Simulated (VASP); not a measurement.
A run of VASP 6.6.1:

Contents of INCAR:

```
  PREC = Accurate
  ENCUT = 520
  EDIFF = 1E-7
  ISMEAR = 0
  SIGMA = 0.05
  LREAL = F
  LASPH = T
  NELM = 100
  ALGO = Normal
  ISIF = 2
  LWAVE = F
  LCHARG = T
  LELF = T
  LVHAR = T
  NBANDS = 25
```

Contents of KPOINTS:

```
Automatic mesh
0
Gamma
  6 6 8
```

Contents of POSCAR:

```
SiO2
1.0
    4.1551517022      0.0000000000      0.0000000000
    0.0000000000      4.1551517022      0.0000000000
    0.0000000000      0.0000000000      2.7252000000
Si O
2 4
Direct
    0.5000000000      0.5000000000      0.5000000000
    0.0000000000      0.0000000000      0.0000000000
    0.6944252994      0.6944252994      0.0000000000
    0.1944252994      0.8055747006      0.5000000000
    0.3055747006      0.3055747006      0.0000000000
    0.8055747006      0.1944252994      0.5000000000
```

Potentials or basis: VASP PAW LDA potentials, release 64 (Si, O).

Command:

```bash
$ cat potpaw_LDA.64/Si/POTCAR potpaw_LDA.64/O/POTCAR > POTCAR
$ mpirun -np 1 vasp_std > vasp.out
```

Hardware: 1 thread of Intel(R) Xeon(R) Platinum 8259CL CPU @ 2.50GHz (Skylake/Cascade Lake), on a shared host.

Problem. How long does it take, and how much memory?

Solution. Run time: 32 s on 1 thread of Intel(R) Xeon(R) Platinum 8259CL CPU @ 2.50GHz (Skylake/Cascade Lake), on a shared host, peak memory 0.16 GiB. Counts: scf iterations 12, k points 50.
